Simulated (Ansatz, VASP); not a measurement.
**One calculation of Tc, two programs**

```
Tc
1.0
     2.74000    0.00000    0.00000
    -1.37000    2.37291    0.00000
     0.00000    0.00000    4.44198
Tc
2
Direct
  0.66667 0.33333 0.75000
  0.33333 0.66667 0.25000
```

Alike in both runs: functional PBE; k mesh 9 × 9 × 5; occupations fermi-dirac, width 0.05 eV; no spin polarisation.

```csv
,VASP,Ansatz
version,VASP 6.6.1,Ansatz 0.2.0
potentials or method,"VASP PAW PBE potentials, release 64 (Tc_pv)",Ansatz PAW earlier set
plane-wave cutoff (eV),520,500
valence electrons in the cell,26,30
task,single point,band structure
```

Ansatz gave:

```
gap on the k mesh at the Fermi level (eV)                     : none
pressure (GPa)                                                : 0.2
traceless stress, the component that is largest in VASP (GPa) : -3.35
```

Q: Estimate VASP's values.

A: gap on the k mesh at the Fermi level (eV): none; pressure (GPa): -0.5; traceless stress, the component that is largest in VASP (GPa): -3.34.

A gap of «none» marks a metal or a gap that the smearing closes. The functional is the same, so the differences come from potentials, cutoffs and numerics. VASP's potentials hold 26 valence electrons a cell and Ansatz's 30, so a difference there can come from the potentials and not from the codes.
